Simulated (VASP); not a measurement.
A run of VASP 6.6.1 is set up as follows.

File INCAR:

```
SYSTEM = Al
PREC     = Accurate       ! precision mode
ENCUT    = 500            ! plane-wave cutoff, eV
EDIFF    = 1E-6           ! SCF threshold, eV
ISMEAR   = -1             ! smearing method
SIGMA    = 0.06122561905347299 ! smearing width, eV
LREAL    = .FALSE.        ! projectors in reciprocal space
LASPH    = .TRUE.         ! aspherical terms in the spheres
NELM     = 120            ! most SCF steps
ALGO     = Normal         ! electronic algorithm
ISIF     = 2              ! what is computed and relaxed
LWAVE    = .FALSE.        ! write WAVECAR
LCHARG   = .TRUE.         ! write CHGCAR
GGA      = PE             ! functional
LELF     = .TRUE.         ! ELF
LVHAR    = .TRUE.       
NBANDS   = 8              ! bands
GGA_COMPAT= .FALSE.
```

Contents of KPOINTS:

```
regular mesh
0
G
  12 12 12
  0 0 0
```

Contents of POSCAR:

```
Al
1.0
    0.0000000000      2.0000224164      2.0000224164
    2.0000224164      0.0000000000      2.0000224164
    2.0000224164      2.0000224164      0.0000000000
Al
1
Direct
    0.0000000000      0.0000000000      0.0000000000
```

Potentials or basis: VASP PAW PBE potentials, release 64 (Al).

Launch:

```bash
$ cat potpaw_PBE.64/Al/POTCAR > POTCAR
$ mpirun -np 1 vasp_std > vasp.out
```

Problem. Predict the pressure.

Solution. 2.7 GPa.
